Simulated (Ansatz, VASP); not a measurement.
## Two plane-wave programs on LiCl

```
Li Cl
1.0
    -0.01282    2.56476    2.56476
     2.56476   -0.01282    2.56476
     2.55194    2.55194    0.00000
Li Cl
1 1
Direct
  0.00000 0.00000 0.00000
  0.50000 0.50000 0.50000
```

Change from the starting cell: xy shear strain of -1 %, PAW files.

Alike in both runs: task electric field gradients; functional PBE; k mesh 9 × 9 × 9; occupations fermi-dirac, width 0.03 eV; no spin polarisation.

|  | VASP | Ansatz |
| --- | --- | --- |
| version | VASP 6.6.1 | Ansatz 0.2.0 |
| potentials or method | VASP PAW PBE potentials, release 64 (Li_sv, Cl) | PAW with Ansatz's default frozen-core files, scalar-relativistic |
| plane-wave cutoff (eV) | 520 | 420 |
| valence electrons in the cell | 10 | 10 |

|  | VASP | Ansatz | Ansatz less VASP |
| --- | --- | --- | --- |
| gap on the k mesh at the Fermi level (eV) | 6.31 | 6.30 | -0.012 |
| size of Vzz on the site where it differs most (V/Å²) | 1.9 | 2.0 | +0.07 |

Noted on VASP's run: the cutoff is short for stress, so the pressure is rough.
